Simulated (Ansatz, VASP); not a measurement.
**EuS: VASP beside Ansatz**

```xyz
2
Lattice="0.0000 2.9785 2.9785 2.9785 0.0000 2.9785 2.9785 2.9785 0.0000" Properties=species:S:1:pos:R:3 pbc="T T T"
Eu    0.0000    0.0000    0.0000
S     2.9785    2.9785    2.9785
```

Alike in both runs: task relaxation of cell and atoms; functional PBE; k mesh 8 × 8 × 8; occupations fermi-dirac, width 0.05 eV; collinear spin.

|  | VASP | Ansatz |
| --- | --- | --- |
| version | VASP 6.6.1 | Ansatz 0.2.0 |
| potentials or method | VASP PAW PBE potentials, release 64 (Eu, S), cutoff 600 eV | all-electron LAPW, scalar-relativistic |

VASP gave:

```
net moment per atom (μB)                                        : 3.48
size of the moment on the site where the two differ most (μB)   : 6.57
relaxed volume (Å³/atom)                                        : 24.90
relaxed length of the cell vector where the two differ most in proportion (Å) : 4.130
```

Question: What did Ansatz give for the same quantities?

Answer: net moment per atom (μB): 3.48; size of the moment on the site where the two differ most (μB): 6.87; relaxed volume (Å³/atom): 25.08; relaxed length of the cell vector where the two differ most in proportion (Å): 4.140.

Site moments also hang on the region over which each program counts them. Ansatz ran all-electron here, and VASP with PAW potentials.

Neither program's run includes spin-orbit coupling. Noted on Ansatz's run: the open f shell may have settled in a state that isn't the lowest.
